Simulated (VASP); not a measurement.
Ta, 2 atoms in the cell. It takes space group P6_3/mmc (No. 194, hexagonal). Conventional cell: a = 2.454 Å, b = 2.454 Å, c = 4.192 Å, α = 90.00°, β = 90.00°, γ = 120.00°. Ta (site symmetry -6m2) has 12 Ta at 2.45 to 2.53 Å within 3.2 Å. 

| Quantity | Value |
| --- | --- |
| Program | VASP 6.6.1 |
| Task | single point |
| Functional | PBE |
| Potentials or basis | VASP PAW PBE potentials, release 64 (Ta_pv) |
| Cutoff | 520 eV |
| k mesh | 18 × 18 × 10 |
| Occupations | fermi-dirac, width 0.05 eV |
| Spin | no spin polarisation |
| Dipole correction | no |
| Further INCAR settings | ALGO = Normal; EDIFF = 1e-06; NBANDS = 18 |

Potentials or basis: VASP PAW PBE potentials, release 64 (Ta_pv).

Command:

```console
$ cat potpaw_PBE.64/Ta_pv/POTCAR > POTCAR
$ mpirun -np 1 vasp_std > vasp.out
```

Hardware: 1 thread of Intel(R) Xeon(R) Platinum 8175M CPU @ 2.50GHz (Skylake/Cascade Lake) (shared host).

**Question.** Estimate the wall time of this run.

**Answer.** Wall time 70 s on 1 thread of Intel(R) Xeon(R) Platinum 8175M CPU @ 2.50GHz (Skylake/Cascade Lake), with other jobs on the host, peak memory 0.18 GiB. Counts: scf iterations 12, k points 222.
